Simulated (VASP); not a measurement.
# AlNi: single point with PBE

Crystal: AlNi.

```
Al Ni
1.0
     2.04263   -2.04260    0.00000
     2.04263    2.04260    0.00000
     0.00000    0.00000    2.90044
Al Ni
1 1
Direct
  0.97923 0.00000 0.98621
  0.50955 0.50000 0.50634
```

This cell differs from its parent crystal: atoms displaced along several vibrational modes.

```yaml
Program: VASP 6.6.1
Task: single point
Functional: PBE
Potentials_or_basis: VASP PAW PBE potentials, release 64 (Al, Ni)
Cutoff: 520 eV
k_mesh: 16 × 16 × 16
Occupations: gaussian, width 0.15 eV
Spin: no spin polarisation
```

```json
{"Pressure": "0.7 GPa", "Largest force": "0.610 eV/Å", "Band gap on the k mesh": "zero (an odd number of electrons rules out a gap without spin polarisation)"}
```

Forces on the atoms (eV/Å):
```
Al   0.357 -0.357  0.342
Ni  -0.357  0.357 -0.342
```

Stress tensor (GPa, compression positive):
```
 0.78  0.18  0.51
 0.18  0.78 -0.51
 0.51 -0.51  0.48
```

Levels at points of the mesh, in eV from the Fermi level:
| k point | band 3 | band 4 | band 5 | band 6 | band 7 | band 8 | band 9 | band 10 | band 11 | band 12 |
| --- | --- | --- | --- | --- | --- | --- | --- | --- | --- | --- |
| (0.00, 0.00, 0.00) | -3.17 | -1.53 | -1.52 | -1.51 | 5.36 | 5.50 | 5.51 | 8.08 | 8.12 | 13.46 |
| (0.50, 0.00, 0.00) | -2.72 | -2.22 | -2.21 | -1.45 | -0.63 | 8.29 | 9.85 | 9.97 | 10.72 | 10.86 |
| (0.00, 0.50, 0.00) | -2.71 | -2.24 | -2.21 | -1.44 | -0.64 | 8.28 | 9.90 | 10.05 | 10.68 | 10.77 |
| (0.50, 0.50, 0.00) | -2.84 | -2.79 | -2.05 | -2.04 | -1.00 | 1.48 | 2.42 | 12.10 | 14.75 | 14.77 |
| (0.00, 0.00, 0.50) | -2.72 | -2.21 | -2.20 | -1.43 | -0.66 | 8.28 | 9.98 | 10.01 | 10.75 | 10.80 |
| (0.50, 0.00, 0.50) | -2.87 | -2.79 | -2.05 | -2.04 | -1.01 | 1.45 | 2.39 | 12.19 | 15.01 | 15.07 |
| (0.00, 0.50, 0.50) | -2.87 | -2.87 | -2.02 | -2.01 | -1.01 | 1.44 | 2.39 | 12.21 | 14.71 | 14.74 |
| (0.50, 0.50, 0.50) | -4.03 | -0.98 | -0.97 | 1.99 | 1.99 | 2.02 | 3.48 | 4.41 | 4.41 | 4.54 |

Wall time 5 min on 1 thread of Intel(R) Xeon(R) Platinum 8488C (Sapphire Rapids) (shared host), peak memory 0.77 GiB.

Caveat: the cell differs from its parent crystal (atoms displaced along several vibrational modes). Spin polarisation is off, so any magnetic state and its effect on volume and gap are missing.
